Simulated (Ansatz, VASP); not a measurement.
## Two plane-wave programs on Si3N4

```
Si N
1.0
    -3.21562    3.21562    3.21562
     3.21562   -3.21562    3.21562
     3.21562    3.21562   -3.21562
Si N
6 8
Cartesian
  2.4117 3.2156 -1.6078
  -1.6078 2.4117 3.2156
  0.8039 3.2156 1.6078
  1.6078 0.8039 3.2156
  3.2156 -1.6078 2.4117
  3.2156 1.6078 0.8039
  1.8098 1.8098 1.8098
  0.2019 -0.2019 3.0137
  1.4059 4.6215 -1.4059
  3.0137 0.2019 -0.2019
  -1.4059 1.4059 4.6215
  0.2019 0.2019 0.2019
  4.6215 -1.4059 1.4059
  -0.2019 3.0137 0.2019
```

Change from the starting cell: volume scaled by 0.98, ions relaxed.

Alike in both runs: task relaxation of the atoms; functional PBE; k mesh 6 × 6 × 6; occupations fermi-dirac, width 0.02 eV; no spin polarisation.

```csv
,VASP,Ansatz
version,VASP 6.6.1,Ansatz 0.2.0
potentials or method,"VASP PAW PBE potentials, release 64 (Si, N)","plane-wave PAW, scalar-relativistic"
plane-wave cutoff (eV),520,420
valence electrons in the cell,64,64
```

```csv
,VASP,Ansatz,Ansatz less VASP
"gap on the k mesh at the Fermi level, each at its own relaxed structure (eV)",4.15,4.16,+0.005
```

Ansatz's warnings: stress scf threshold loose.
